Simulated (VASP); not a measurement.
MgB2:

```
Mg B
1.0
     3.08500    0.00000    0.00000
    -1.54250    2.67169    0.00000
     0.00000    0.00000    3.52300
Mg B
1 2
Direct
  0.00000 0.00000 0.00000
  0.66667 0.33333 0.50000
  0.33333 0.66667 0.50000
```

Program: VASP 6.6.1. Alike in all runs: task single point; potentials or basis VASP PAW PBE potentials, release 64 (Mg, B); no spin polarisation; cell as given.

**Question.** Order these runs on this cell by their pressure, lowest first.
A. level r2SCAN50; k mesh 5 × 5 × 4; cutoff (eV) 580; smearing fermi-dirac 0.05 eV; grid for exact exchange (PRECFOCK) Normal; share of exact exchange 0.5
B. level HSE06; k mesh 5 × 5 × 4; cutoff (eV) 520; smearing methfessel-paxton 0.05 eV; grid for exact exchange (PRECFOCK) Normal; share of exact exchange 0.25; screening parameter 0.2079 1/Å
C. level PBE; k mesh 8 × 8 × 6; cutoff (eV) 520; smearing fermi-dirac 0.05 eV

**Answer.** A (-5.2 GPa), B (-3.1 GPa), C (-1.2 GPa).

Caveats: some runs use coarse meshes; the PAW data sets were made with another functional, which shifts forces and pressure a little (at least some runs).
